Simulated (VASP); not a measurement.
Here is a VASP 6.6.1 calculation.

Contents of INCAR:

```
PREC     = Accurate       # precision mode
ENCUT    = 520            # plane-wave cutoff, eV
EDIFF    = 1E-6           # SCF threshold, eV
ISMEAR   = 0              # smearing method
SIGMA    = 0.15           # smearing width, eV
LREAL    = False          # projectors in reciprocal space
LASPH    = True           # aspherical terms in the spheres
NELM     = 100            # most SCF steps
ALGO     = Fast           # electronic algorithm
ISIF     = 2              # what is computed and relaxed
LWAVE    = False          # write WAVECAR
LCHARG   = False          # write CHGCAR
GGA      = PE             # functional
NBANDS   = 20             # bands
```

Contents of KPOINTS:

```
Automatic mesh
0
Gamma
  18 18 10
```

The input POSCAR:

```
Tl
1.0
    3.1665941845      0.0000000000      0.0000000000
   -1.5832970923      2.7423510073      0.0000000000
    0.0000000000      0.0000000000      6.5810397992
Tl
2
Direct
    0.3333333333      0.6666666667      0.2500000000
    0.6666666667      0.3333333333      0.7500000000
```

Potentials or basis: VASP PAW PBE potentials, release 64 (Tl_d).

Launch:

```console
$ cat potpaw_PBE.64/Tl_d/POTCAR > POTCAR
$ mpirun -np 1 vasp_std > vasp.out
```

(1) What does it give for the pressure?

(2) Predict the band gap on the k mesh.

Results:

(1) 5.7 GPa.

(2) zero (bands 13 and 14 overlap by 4.39 eV).

Caveat: the stress differs along the axes, from -1 to 9 GPa; spin-orbit coupling is left out, which moves the levels of the heavy elements.
